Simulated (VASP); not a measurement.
TePb: single point with LDA

TePb:

```
Pb Te
1.0
     4.45597    0.00000    0.00000
    -2.22798    3.85898    0.00000
     0.00000    0.00000    4.18920
Pb Te
1 1
Direct
  0.00000 0.00000 0.00000
  0.66667 0.33333 0.50000
```

| Item | Value |
| --- | --- |
| Program | VASP 6.6.1 |
| Task | single point |
| Functional | LDA |
| Potentials or basis | VASP PAW LDA potentials, release 64 (Pb_d, Te) |
| Cutoff | 520 eV |
| k mesh | 10 × 10 × 8 |
| Occupations | gaussian, width 0.05 eV |
| Spin | no spin polarisation |
| Dipole correction | no |
| Further INCAR settings | ALGO = Normal; EDIFF = 1e-06; NBANDS = 17 |

```json
{
 "Pressure": "-3.4 GPa",
 "Band gap on the k mesh": "zero (band 10 reaches 4.91 eV, above the bottom of band 11 at 4.35 eV)"
}
```

Stress tensor (GPa, compression positive):
```
-3.17  0.00  0.00
 0.00 -3.17  0.00
 0.00  0.00 -3.77
```

Levels at points of the mesh, in eV from the Fermi level:
```tsv
k point	band 8	band 9	band 10	band 11	band 12	band 13
(0.00, 0.00, 0.00)	-1.71	-1.01	-1.01	2.68	2.68	4.32
(0.50, 0.00, 0.00)	-2.14	-1.67	-0.45	1.93	2.61	4.51
(0.00, 0.00, 0.50)	-0.17	-0.17	0.04	1.05	2.46	2.46
(0.50, 0.00, 0.50)	-3.58	-3.58	-0.68	1.31	2.54	2.54
```

It took 37 s on 1 thread of AMD EPYC 9R45 96-Core Processor (Zen 5), with other jobs on the host, peak memory 0.19 GiB.

Caveat: spin-orbit coupling is left out, which moves the levels of the heavy elements.
